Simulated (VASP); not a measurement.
## Si2Mo: single point with PBEsol

The system is Si2Mo.

```
Si Mo
1.0
    -1.60000    1.60000    3.93050
     1.60000   -1.60000    3.93050
     1.60000    1.60000   -3.93050
Si Mo
2 1
Direct
  0.33300 0.33300 0.00000
  0.66700 0.66700 0.00000
  0.00000 0.00000 0.00000
```

| Quantity | Value |
| --- | --- |
| Program | VASP 6.6.1 |
| Task | single point |
| Functional | PBEsol |
| Potentials or basis | VASP PAW PBE potentials, release 64 (Si, Mo_sv) |
| Cutoff | 520 eV |
| k mesh | 12 × 12 × 12 |
| Occupations | fermi-dirac, width 0.1 eV |
| Spin | no spin polarisation |

- Pressure: -2.3 GPa
- Largest force: 0.320 eV/Å
- Band gap on the k mesh: zero (bands 11 and 12 overlap by 1.04 eV)

Forces on the atoms (eV/Å):
```
Si   0.000  0.000  0.320
Si   0.000  0.000 -0.320
Mo   0.000  0.000  0.000
```

Stress tensor (GPa, compression positive):
```
-1.94  0.00  0.00
 0.00 -1.94  0.00
 0.00  0.00 -3.11
```

Levels at points of the mesh, in eV from the Fermi level:
| k point | band 9 | band 10 | band 11 | band 12 | band 13 | band 14 |
| --- | --- | --- | --- | --- | --- | --- |
| (0.00, 0.00, 0.00) | -2.65 | -2.65 | 0.43 | 3.09 | 3.10 | 3.65 |
| (0.50, 0.00, 0.00) | -2.62 | -2.50 | -0.51 | 2.26 | 3.04 | 4.05 |
| (0.50, 0.50, 0.00) | -4.49 | -3.06 | -1.13 | 2.32 | 2.72 | 3.03 |
| (0.50, 0.50, 0.50) | -0.58 | -0.58 | -0.51 | -0.51 | 0.56 | 4.64 |

Run time: 3.5 min on 1 thread of Intel Xeon 8259CL, with other jobs on the host, peak memory 0.28 GiB.

Caveat: the PAW data sets were made with another functional, which shifts forces and pressure a little.
